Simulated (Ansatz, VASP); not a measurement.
Given: the input of a run of VASP 6.6.1 on Si2W.

Contents of INCAR:

```
PREC     = Accurate       # precision mode
ENCUT    = 520            # plane-wave cutoff, eV
EDIFF    = 1E-6           # SCF threshold, eV
ISMEAR   = -1             # smearing method
SIGMA    = 0.05           # smearing width, eV
LREAL    = False          # projectors in reciprocal space
LASPH    = True           # aspherical terms in the spheres
NELM     = 60             # most SCF steps
ALGO     = Normal         # electronic algorithm
ISIF     = 2              # what is computed and relaxed
LWAVE    = False          # write WAVECAR
LCHARG   = False          # write CHGCAR
GGA      = PE             # functional
IBRION   = 2              # ionic algorithm
NSW      = 60             # ionic steps
EDIFFG   = -0.01          # ionic threshold
```

Contents of KPOINTS:

```
Automatic mesh
0
Gamma
  5 5 3
```

The input POSCAR:

```
Si2W
1.0
    4.6630209059      0.0000000000      0.0000000000
   -2.3315104530      4.0382945629      0.0000000000
    0.0000000000      0.0000000000      6.6532220000
W Si
3 6
Direct
    0.5000000000      0.0000000000      0.5000000000
    0.5000000000      0.5000000000      0.8333333333
    0.0000000000      0.5000000000      0.1666666667
    0.3272520000      0.1636260000      0.1666666667
    0.8363740000      0.1636260000      0.8333333333
    0.1636260000      0.3272520000      0.5000000000
    0.6727480000      0.8363740000      0.1666666667
    0.1636260000      0.8363740000      0.8333333333
    0.8363740000      0.6727480000      0.5000000000
```

Potentials or basis: VASP PAW PBE potentials, release 64 (W_sv, Si).

Run with:

```bash
$ cat potpaw_PBE.64/W_sv/POTCAR potpaw_PBE.64/Si/POTCAR > POTCAR
$ mpirun -np 1 vasp_std > vasp.out
```

Q: Set up the same calculation for Ansatz 0.2.0. Potentials there: Ansatz PAW.

A: As run (the cutoff follows the program's own potentials):

File input.yaml:

```yaml
crystal:
  lattice:
    - [4.6630209059, 0.0, 0.0]
    - [-2.331510453, 4.0382945629, 0.0]
    - [0.0, 0.0, 6.653222]
  atoms:
    - { symbol: W, position: [0.5, 0.0, 0.5] }
    - { symbol: W, position: [0.5, 0.5, 0.8333333333] }
    - { symbol: W, position: [0.0, 0.5, 0.1666666667] }
    - { symbol: Si, position: [0.327252, 0.163626, 0.1666666667] }
    - { symbol: Si, position: [0.836374, 0.163626, 0.8333333333] }
    - { symbol: Si, position: [0.163626, 0.327252, 0.5] }
    - { symbol: Si, position: [0.672748, 0.836374, 0.1666666667] }
    - { symbol: Si, position: [0.163626, 0.836374, 0.8333333333] }
    - { symbol: Si, position: [0.836374, 0.672748, 0.5] }
hamiltonian:
  xc: pbe
  pseudopotentials: { kind: paw }
kpoints:
  mp_grid: { grid: [5, 5, 3] }
scf:
  occupations: { method: fermi_dirac, width: 0.05 }
output:
  forces: true
  stress: true
  eigenvalues: true
relax:
  f_tol: 0.01
  max_steps: 40
```

Potentials or basis: Ansatz PAW.

Launch:

```bash
$ ansatz run input.yaml --threads 4 --pin off --max-ram 11264MiB --backend cpu --events-out ev --progress --plain --runs-dir out
```

Both were run:

|  | VASP | Ansatz | Ansatz less VASP |
| --- | --- | --- | --- |
| gap on the k mesh at the Fermi level, each at its own relaxed structure (eV) | 0.34 | 0.35 | +0.009 |

Spin-orbit coupling is off throughout. Noted on VASP's run: the relaxation stopped at its first step, so nothing moved. Noted on Ansatz's run: odd divisions of the mesh miss points on the zone boundary, where band edges often lie, so the gap on the mesh can be too wide.
